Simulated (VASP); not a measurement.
Wanted: the native input for a VASP 6.6.1 run.

| Property | Result |
| --- | --- |
| Task | single point |
| Functional | r2SCAN |
| Potentials or basis | VASP PAW PBE potentials, release 64 (B, Se) |
| Cutoff | 550 eV |
| k mesh | 6 × 6 × 6 |
| Occupations | fermi-dirac, width 0.1 eV |
| Spin | no spin polarisation |
| Dipole correction | no |
| Further INCAR settings | ALGO = Normal; EDIFF = 1e-06; NBANDS = 12 |

The system is BSe.

```
B Se
1.0
     0.00000    2.57638    2.57638
     2.57638    0.00000    2.57638
     2.57638    2.57638    0.00000
B Se
1 1
Direct
  0.50000 0.50000 0.50000
  0.00000 0.00000 0.00000
```

These files were run (other wordings do the same):

POSCAR

```
BSe
1.0
    0.0000000000      2.5763760000      2.5763760000
    2.5763760000      0.0000000000      2.5763760000
    2.5763760000      2.5763760000      0.0000000000
B Se
1 1
Direct
    0.5000000000      0.5000000000      0.5000000000
    0.0000000000      0.0000000000      0.0000000000
```

INCAR.step1

```
SYSTEM = BSe
PREC = Accurate
ENCUT = 550
ISMEAR = -1
SIGMA = 0.1
LREAL = .False.
LASPH = .True.
NELM = 120
NBANDS = 12
GGA = PE
ALGO = Normal
EDIFF = 1E-5
LWAVE = .True.
LCHARG = .False.
GGA_COMPAT = .False.
```

INCAR.step2

```
SYSTEM = BSe
PREC = Accurate
ENCUT = 550
EDIFF = 1E-6
ISMEAR = -1
SIGMA = 0.1
LREAL = .False.
LASPH = .True.
NELM = 120
ALGO = Normal
ISIF = 2
LWAVE = .False.
LCHARG = .False.
METAGGA = R2SCAN
LMIXTAU = .True.
NBANDS = 12
ISTART = 1
GGA_COMPAT = .False.
```

KPOINTS

```
regular mesh
0
Gamma
  6 6 6
  0 0 0
```

Potentials or basis: VASP PAW PBE potentials, release 64 (B, Se).

Command:

```sh
$ cat potpaw_PBE.64/B/POTCAR potpaw_PBE.64/Se/POTCAR > POTCAR
$ cp INCAR.step1 INCAR
$ mpirun -np 1 vasp_std > vasp.out
$ cp INCAR.step2 INCAR
$ mpirun -np 1 vasp_std > vasp.out
```

It gave:

* Pressure: -17.4 GPa
* Band gap on the k mesh: zero (an odd number of electrons rules out a gap without spin polarisation)

Caveat: the cell stands under tension; the PAW data sets were made with another functional, which shifts forces and pressure a little.

Wall time 73 s on 1 thread of Intel Xeon 8259CL, with other jobs on the host, peak memory 0.17 GiB.
